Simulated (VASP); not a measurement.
# Ga3As2P: relaxation of cell and atoms with PBE

The system is Ga3As2P.

```xyz
6
Lattice="-1.9375 1.9375 8.2199 1.9375 -1.9375 8.2199 1.9375 1.9375 -8.2199" Properties=species:S:1:pos:R:3 pbc="T T T"
Ga    0.0000    0.0000    0.0000
Ga    0.0000    0.0000   10.9599
Ga    0.0000    0.0000    5.4799
P     0.0000    1.9375    4.1100
As    1.9375    0.0000    6.8499
As    1.9375    0.0000    1.3700
```

```yaml
Program: VASP 6.6.1
Task: relaxation of cell and atoms
Functional: PBE
Potentials_or_basis: VASP PAW PBE potentials, release 64 (Ga_d, P, As)
Cutoff: 600 eV
k_mesh: 6 × 6 × 6
Occupations: gaussian, width 0.1 eV
Spin: no spin polarisation
Dipole_correction: no
Further_INCAR_settings: ALGO = Normal; EDIFF = 1e-06; IBRION = 2; EDIFFG = -0.04; NSW = 90; ISIF = 3
```

```
Relaxed volume                        : 22.79 Å³/atom
Relaxed cell                          : a = 8.953 Å, b = 8.953 Å, c = 8.953 Å, α = 154.09°, β = 154.09°, γ = 36.96°
Space group after relaxing (to 0.1 Å) : I-4m2 (No. 119)
Energy gained by relaxing             : 62.3 meV/atom
Ionic steps                           : 7
Pressure after relaxing               : -0.1 GPa
Largest force after relaxing          : 0.012 eV/Å
Band gap on the k mesh                : 0.56 eV
```

Forces on the atoms (eV/Å):
```
Ga   0.000  0.000  0.000
Ga   0.000  0.000 -0.012
Ga   0.000  0.000  0.012
P    0.000  0.000  0.000
As   0.000  0.000 -0.012
As   0.000  0.000  0.012
```

The path:
| step | energy change (eV) | largest force (eV/Å) | pressure (GPa) | volume (Å³) |
| --- | --- | --- | --- | --- |
| 1 | 0.0000 | 0.8698 | 8.54 | 123.42 |
| 2 | -0.2865 | 0.2162 | -3.06 | 144.07 |
| 3 | -0.3544 | 0.3326 | -0.21 | 137.09 |
| 4 | -0.3655 | 0.1819 | -0.08 | 136.79 |
| 5 | -0.3724 | 0.1366 | 0.08 | 136.37 |
| 6 | -0.3725 | 0.1326 | 0.16 | 136.30 |
| 7 | -0.3739 | 0.0124 | -0.13 | 136.77 |

Final structure:
```cif
data_structure
_symmetry_space_group_name_H-M 'P 1'
_symmetry_Int_Tables_number 1
_cell_length_a 8.9525
_cell_length_b 8.9525
_cell_length_c 8.9525
_cell_angle_alpha 154.094
_cell_angle_beta 154.094
_cell_angle_gamma 36.963
_cell_volume 136.77
loop_
_atom_site_label
_atom_site_type_symbol
_atom_site_fract_x
_atom_site_fract_y
_atom_site_fract_z
_atom_site_occupancy
Ga1 Ga 0.00000 0.00000 0.00000 1
Ga2 Ga 0.67082 0.67082 0.00000 1
Ga3 Ga 0.32918 0.32918 0.00000 1
P1 P 0.75000 0.25000 0.50000 1
As1 As 0.41468 0.91468 0.50000 1
As2 As 0.08532 0.58532 0.50000 1
```

Levels at points of the mesh, in eV from the valence-band top:
| k point | band 25 | band 26 | band 27 | band 28 | band 29 | band 30 |
| --- | --- | --- | --- | --- | --- | --- |
| (0.00, 0.00, 0.00) | -0.03 | 0.00 | 0.00 | 0.56 | 1.50 | 1.72 |
| (0.50, 0.00, 0.00) | -1.08 | -0.97 | -0.92 | 1.05 | 2.33 | 2.58 |
| (0.50, 0.50, 0.00) | -3.03 | -2.54 | -2.53 | 1.57 | 1.72 | 3.34 |
| (0.50, 0.50, 0.50) | -1.10 | -0.80 | -0.80 | 1.57 | 1.58 | 2.40 |

It took 29 min on 1 thread of AMD EPYC 9R45 96-Core Processor (Zen 5), on a shared host, peak memory 0.8 GiB.

Caveat: semilocal functionals underestimate gaps, and a narrow one can read as zero. A k mesh can miss the band edges.
